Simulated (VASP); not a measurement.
# Be6S (P31m) in VASP: a series of runs, part 2 of 2

VASP 6.6.1.

**4. Relaxation of cell and atoms, PBE**

This run uses another cell than the first one, of 9.65 Å³/atom, 0.856 times its volume.

INCAR reads:

```
SYSTEM = Be6S
  ALGO = Normal
  EDIFF = 1E-7
  EDIFFG = -0.08
  ENCUT = 600
  GGA = PE
  IBRION = 2
  ISIF = 3
  ISMEAR = 0
  LASPH = .True.
  LCHARG = .False.
  LREAL = .False.
  LWAVE = .False.
  NELM = 100
  NSW = 36
  PREC = Accurate
  SIGMA = 0.2
```

KPOINTS reads:

```
k-points
0
Gamma
  5 5 3
  0 0 0
```

POSCAR reads:

```
Be6S
1.0
    3.9500000000      0.0000000000      0.0000000000
   -1.9750000000      3.4208003400      0.0000000000
    0.0000000000      0.0000000000      5.0000000000
Be S
6 1
Direct
    0.0000000000      0.0000000000      0.6200000000
    0.6667000000      0.6667000000      0.3000000000
    0.0000000000      0.3333000000      0.3000000000
    0.3333000000      0.0000000000      0.3000000000
    0.6666666700      0.3333333300      0.6200000000
    0.3333333300      0.6666666700      0.6200000000
    0.0000000000      0.0000000000      0.0000000000
```

Potentials or basis: VASP PAW PBE potentials, release 64 (Be, S).

Run with:

```console
$ cat potpaw_PBE.64/Be/POTCAR potpaw_PBE.64/S/POTCAR > POTCAR
$ mpirun -np 1 vasp_std > vasp.out
```

OUTCAR:

```text
SYSTEM = Be6S
   EDIFF = 1E-7
   EDIFFG = -0.08
   ENCUT = 600
   GGA = PE
   IBRION = 2
   ISIF = 3
   ISMEAR = 0
   LASPH = .True.
   LREAL = .False.
   NELM = 100
   NSW = 36
   PREC = Accurate

 ion  position               nearest neighbor table
   1  0.000  0.000  0.620-   7 1.90   3 2.07   2 2.07   4 2.07   6 2.28   5 2.28   6 2.28   5 2.28
                             5 2.28   6 2.28
   2  0.667  0.667  0.300-   7 2.00   1 2.07   5 2.07   6 2.07   3 2.28   4 2.28   4 2.28   3 2.28
                             3 2.28   4 2.28
   3  0.000  0.333  0.300-   7 2.00   1 2.07   5 2.07   6 2.07   2 2.28   4 2.28   4 2.28   2 2.28
                             2 2.28   4 2.28
   4  0.333  0.000  0.300-   7 2.00   1 2.07   6 2.07   5 2.07   3 2.28   2 2.28   3 2.28   2 2.28
                             3 2.28   2 2.28
   5  0.667  0.333  0.620-   3 2.07   4 2.07   2 2.07   6 2.28   1 2.28   6 2.28   1 2.28   1 2.28
                             6 2.28
   6  0.333  0.667  0.620-   4 2.07   3 2.07   2 2.07   5 2.28   1 2.28   5 2.28   1 2.28   1 2.28
                             5 2.28
   7  0.000  0.000  0.000-   1 1.90   2 2.00   3 2.00   4 2.00

  LATTYP: Found a hexagonal cell.
 ALAT       =     3.9500000000
 C/A-ratio  =     1.2658227848

  Lattice vectors:

 A1 = (   3.9500000000,   0.0000000000,   0.0000000000)
 A2 = (  -1.9750000000,   3.4208003400,   0.0000000000)
 A3 = (   0.0000000000,   0.0000000000,   5.0000000000)

Analysis of symmetry for initial positions (statically):
=====================================================================
 Subroutine PRICEL returns:
 Original cell was already a primitive cell.

 Routine SETGRP: Setting up the symmetry group for a
 hexagonal supercell.

 Subroutine GETGRP returns: Found  6 space group operations
 (whereof  6 operations were pure point group operations)
 out of a pool of 24 trial point group operations.

The static configuration has the point symmetry C_3v.

Analysis of symmetry for dynamics (positions and initial velocities):
=====================================================================
 Subroutine PRICEL returns:
 Original cell was already a primitive cell.

 Routine SETGRP: Setting up the symmetry group for a
 hexagonal supercell.

 Subroutine GETGRP returns: Found  6 space group operations
 (whereof  6 operations were pure point group operations)
 out of a pool of 24 trial point group operations.

The dynamic configuration has the point symmetry C_3v.

 Subroutine INISYM returns: Found  6 space group operations
[... 128 lines left out ...]
  energy-cutoff  :      600.00
  volume of cell :       67.56
 maximum number of plane-waves:      2272
   NGX = 15   NGY = 15   NGZ = 19

--------------------------------------- Ionic step        1  -------------------------------------------

 number of electron      17.9999999 magnetization

 Free energy of the ion-electron system (eV)
  ---------------------------------------------------
  ext. energy  EPLUGINS =         0.00000000
  ---------------------------------------------------
  free energy    TOTEN  =       -24.52850089 eV

  energy without entropy =      -24.50043499  energy(sigma->0) =      -24.51446794

 E-fermi :   6.4171     XC(G=0): -10.2666

 val. band max:        6.2969537678   @ k =   0.0000   0.0000   0.3333
 cond. band min:       6.4598182933   @ k =   0.4000   0.2000   0.3333
 fundamental gap:      0.1628645255
 Fermi energy:         6.4171218244

 k-point     1 :       0.0000    0.0000    0.0000
  band No.  band energies     occupation
      1      -8.9403      2.00000
      2      -2.5097      2.00000
      3      -1.6416      2.00000
      4       2.0349      2.00000
      5       2.0349      2.00000
      6       4.5579      2.00000
      7       5.6376      2.00000
      8       5.6376      2.00000
      9       6.2790      1.67124
     10       6.6240      0.14344
     11       6.6240      0.14344
     12       6.6718      0.07176
     13       9.6942      0.00000
[... 290 lines left out ...]
  FREE ENERGIE OF THE ION-ELECTRON SYSTEM (eV)
  ---------------------------------------------------
  free  energy   TOTEN  =       -25.5927664880 eV

  energy  without entropy=      -25.5793620933  energy(sigma->0) =      -25.58606429

[... ionic steps 4 to 10 ...]

--------------------------------------- Ionic step       11  -------------------------------------------

 number of electron      17.9999998 magnetization

------------------------ aborting loop because EDIFF is reached ----------------------------------------
[... 77 lines left out ...]
--------------------------------------- Ionic step       13  -------------------------------------------

 number of electron      17.9999998 magnetization

 Free energy of the ion-electron system (eV)
  ---------------------------------------------------
  ext. energy  EPLUGINS =         0.00000000
  ---------------------------------------------------
  free energy    TOTEN  =       -26.04608948 eV

  energy without entropy =      -26.03728451  energy(sigma->0) =      -26.04168699

 E-fermi :   4.9095     XC(G=0):  -9.5991

 val. band max:        4.8674748097   @ k =   0.0000   0.0000   0.3333
 cond. band min:       4.9893079723   @ k =   0.0000   0.0000   0.0000
 fundamental gap:      0.1218331626
 Fermi energy:         4.9094936853

 k-point     1 :       0.0000    0.0000    0.0000
  band No.  band energies     occupation
      1      -9.8168      2.00000
      2      -3.8959      2.00000
      3      -2.0171      2.00000
      4       1.0554      2.00000
      5       1.0554      2.00000
      6       3.0392      2.00000
      7       3.9284      2.00000
      8       4.6282      1.95332
      9       4.9893      0.57250
     10       4.9893      0.57250
     11       5.8417      0.00000
     12       5.8417      0.00000
     13       7.9753      0.00000
[... 208 lines left out ...]
  FREE ENERGIE OF THE ION-ELECTRON SYSTEM (eV)
  ---------------------------------------------------
  free  energy   TOTEN  =       -26.0460894765 eV

  energy  without entropy=      -26.0372845060  energy(sigma->0) =      -26.04168699

 reached required accuracy - stopping structural energy minimisation
```

OSZICAR:

```text
N       E                     dE             d eps       ncg     rms          rms(c)
DAV:   1     0.443976234287E+02    0.44398E+02   -0.77894E+03   312   0.129E+03
DAV:   2    -0.228023419308E+02   -0.67200E+02   -0.64249E+02   450   0.211E+02
DAV:   3    -0.268648139211E+02   -0.40625E+01   -0.39826E+01   407   0.449E+01
[... 140 lines left out ...]
DAV:   3    -0.260461006699E+02    0.33796E-04   -0.17391E-04   390   0.120E-01    0.640E-02
DAV:   4    -0.260460888565E+02    0.11813E-04   -0.57546E-05   402   0.532E-02    0.198E-02
DAV:   5    -0.260460895940E+02   -0.73752E-06   -0.10170E-05   382   0.250E-02    0.781E-03
DAV:   6    -0.260460894758E+02    0.11818E-06   -0.53573E-07   412   0.566E-03    0.662E-03
DAV:   7    -0.260460894765E+02   -0.68917E-09   -0.25230E-07   280   0.350E-03
  13 F= -.26046089E+02 E0= -.26041687E+02  d E =-.379117E-02
```

CONTCAR:

```text
Be6S
   1.00000000000000
     3.9328402687168351    0.0000000000000000   -0.0000000000000000
    -1.9664201343584176    3.4059395768936747    0.0000000000000000
    -0.0000000000000000    0.0000000000000000    5.9169427752499448
  Be              S
     6     1
Direct
     0.0000000000000000    0.0000000000000000    0.6611568568840664
     0.6349160790778307    0.6349160790778525    0.2942804969371587
     0.9999999999999781    0.3650839209221476    0.2942804969371587
     0.3650839209221910    0.0000000000000000    0.2942804969371587
     0.6666666699999979    0.3333333300000021    0.5841834675259465
     0.3333333300000021    0.6666666699999979    0.5841834675259465
     0.0000000000000000    0.0000000000000000    0.0476347172525483

  0.00000000E+00  0.00000000E+00  0.00000000E+00
  0.00000000E+00  0.00000000E+00  0.00000000E+00
  0.00000000E+00  0.00000000E+00  0.00000000E+00
  0.00000000E+00  0.00000000E+00  0.00000000E+00
  0.00000000E+00  0.00000000E+00  0.00000000E+00
  0.00000000E+00  0.00000000E+00  0.00000000E+00
  0.00000000E+00  0.00000000E+00  0.00000000E+00
```

Wall time 63 s (1 thread of Intel Xeon 6975P-C (Granite Rapids), shared host); peak memory 0.19 GiB.

Results:

```
Free energy                            : -26.0461 eV
Relaxed volume                         : 11.32 Å³/atom
Relaxed cell                           : a = 3.933 Å, b = 3.933 Å, c = 5.917 Å, α = 90.00°, β = 90.00°, γ = 120.00°
Space group after relaxing (to 0.05 Å) : P31m (No. 157)
Energy gained by relaxing              : 216.8 meV/atom
Ionic steps                            : 13
Pressure after relaxing                : -0.4 GPa
Largest force after relaxing           : 0.018 eV/Å
Band gap on the k mesh                 : zero (band 9 reaches 4.99 eV, above the bottom of band 10 at 4.87 eV)
```

Forces in eV/Å, atoms in the order of the input:
```
Be   0.000  0.000 -0.018
Be   0.004  0.007  0.016
Be   0.004 -0.007  0.016
Be  -0.008  0.000  0.016
Be   0.000  0.000 -0.015
Be   0.000  0.000 -0.015
S    0.000  0.000 -0.001
```

Stress tensor (GPa, compression positive):
```
-0.25  0.00  0.00
 0.00 -0.25  0.00
 0.00  0.00 -0.61
```

Step by step:
| step | energy change (eV) | largest force (eV/Å) | pressure (GPa) | volume (Å³) |
| --- | --- | --- | --- | --- |
| 1 | 0.0000 | 1.8300 | 13.68 | 67.56 |
| 2 | -0.9824 | 1.1049 | 0.16 | 75.81 |
| 3 | -1.0643 | 1.0274 | -7.39 | 85.12 |
| 4 | -1.1146 | 1.0016 | -5.18 | 81.65 |
| 5 | -1.3925 | 0.6688 | -1.57 | 79.22 |
| 6 | -1.4605 | 0.4765 | 1.55 | 77.50 |
| 7 | -1.4609 | 0.4573 | 1.88 | 77.34 |
| 8 | -1.5012 | 0.2397 | 0.28 | 78.68 |
| 9 | -1.5014 | 0.2243 | 0.18 | 78.78 |
| 10 | -1.5133 | 0.1271 | -0.08 | 79.30 |
| 11 | -1.5138 | 0.1414 | -0.14 | 79.44 |
| 12 | -1.5164 | 0.0847 | -0.24 | 79.36 |
| 13 | -1.5176 | 0.0183 | -0.37 | 79.26 |

Final structure:
```
Be S
1.0
     3.93284    0.00000    0.00000
    -1.96642    3.40594    0.00000
     0.00000    0.00000    5.91694
Be S
6 1
Cartesian
  0.0000 0.0000 3.9120
  1.2485 2.1625 1.7412
  3.2149 1.2435 1.7412
  1.4358 0.0000 1.7412
  1.9664 1.1353 3.4566
  0.0000 2.2706 3.4566
  0.0000 0.0000 0.2819
```

Caveat: the k points lie up to 0.37 Å⁻¹ apart in the final cell; the volume moved by over 15 % at a fixed basis, so the end points are rough; the relaxation stopped at a loose force limit of 0.08 eV/Å, so its end isn't a converged minimum.

**5. Single point, PBE**

This run uses another cell than the first one, of 11.23 Å³/atom, 0.996 times its volume.

INCAR reads:

```
SYSTEM = Be6S
PREC     = Accurate       ! precision mode
ENCUT    = 520            ! plane-wave cutoff, eV
EDIFF    = 1E-6           ! SCF threshold, eV
ISMEAR   = 0              ! smearing method
SIGMA    = 0.1            ! smearing width, eV
LREAL    = .FALSE.        ! projectors in reciprocal space
LASPH    = .TRUE.         ! aspherical terms in the spheres
NELM     = 100            ! most SCF steps
ALGO     = Normal         ! electronic algorithm
ISIF     = 2              ! what is computed and relaxed
LWAVE    = .FALSE.        ! write WAVECAR
LCHARG   = .FALSE.        ! write CHGCAR
GGA      = PE             ! functional
NBANDS   = 18             ! bands
```

KPOINTS reads:

```
regular mesh
0
G
  12 12 6
  0 0 0
```

POSCAR reads:

```
Be6S
1.0
    3.9356916778      0.0000000000      0.0000000000
   -1.9678458389      3.4084089745      0.0000000000
    0.0000000000      0.0000000000      5.8612113310
Be S
6 1
Direct
    0.0000000000      0.0000000000      0.6586122742
    0.6343039498      0.6343039498      0.2950194471
    0.0000000000      0.3656960502      0.2950194471
    0.3656960502      0.0000000000      0.2950194471
    0.6666666667      0.3333333333      0.5853808729
    0.3333333333      0.6666666667      0.5853808729
    0.0000000000      0.0000000000      0.0455676386
```

Run with:

```console
$ cat potpaw_PBE.64/Be/POTCAR potpaw_PBE.64/S/POTCAR > POTCAR
$ mpirun -np 1 vasp_std > vasp.out
```

Wall time 71 s (1 thread of Intel Xeon 6975P-C (Granite Rapids), shared host); peak memory 0.26 GiB.

It converged, with:

```yaml
Free_energy: -26.0425 eV
Pressure: 0.1 GPa
Largest_force: 0.012 eV/Å
Band_gap_on_the_k_mesh: zero (band 9 reaches 5.02 eV, above the bottom of band 10 at 4.83 eV)
```

Forces on the atoms (eV/Å):
```
Be   0.000  0.000 -0.005
Be   0.004  0.006 -0.008
Be   0.004 -0.006 -0.008
Be  -0.007  0.000 -0.008
Be   0.000  0.000  0.012
Be   0.000  0.000  0.012
S    0.000  0.000  0.004
```

Levels at points of the mesh, in eV from the Fermi level:
```
           k point  band 7  band 8  band 9  band 10  band 11  band 12
(0.00, 0.00, 0.00)   -0.96   -0.18    0.11     0.11     0.96     0.96
(0.50, 0.00, 0.00)   -2.60   -2.45   -1.89     1.98     2.85     3.29
(0.00, 0.00, 0.50)   -0.96   -0.24   -0.08    -0.08     0.61     0.61
(0.50, 0.00, 0.50)   -2.78   -2.01   -0.67    -0.02     2.25     2.70
```

**6. Summary**

| task | cell | k mesh | cutoff (eV) | smearing | gap on the mesh (eV) | pressure (GPa) | largest force (eV/Å) |
| --- | --- | --- | --- | --- | --- | --- | --- |
| single point | a = 3.930, b = 3.930, c = 5.902 Å, angles 90.0, 90.0, 120.0°, 7 atoms | 5 × 5 × 3 | 520 | gaussian 0.2 eV | none | -0.1 | 0.04 |
| single point | a = 3.936, b = 3.936, c = 5.861 Å, angles 90.0, 90.0, 120.0°, 7 atoms | 6 × 6 × 4 | 520 | gaussian 0.2 eV | none | 0.1 | 0.05 |
| relaxation of cell and atoms | relaxed from a = 3.950, b = 3.950, c = 5.000 Å, angles 90.0, 90.0, 120.0°, 7 atoms | 5 × 5 × 3 | 600 | gaussian 0.2 eV | none | -0.4 | 0.02 |
| single point | a = 3.936, b = 3.936, c = 5.861 Å, angles 90.0, 90.0, 120.0°, 7 atoms | 12 × 12 × 6 | 520 | gaussian 0.1 eV | none | 0.1 | 0.01 |

Alike in all rows: level PBE; potentials or basis VASP PAW PBE potentials, release 64 (Be, S); no spin polarisation.

Caveats: some runs use coarse meshes; the volume moved by over 15 % at a fixed basis, so the end points are rough (some runs); the relaxation stopped at a loose force limit of 0.08 eV/Å, so its end isn't a converged minimum (some runs).

Absolute energies hang on the potentials; compare differences alone.
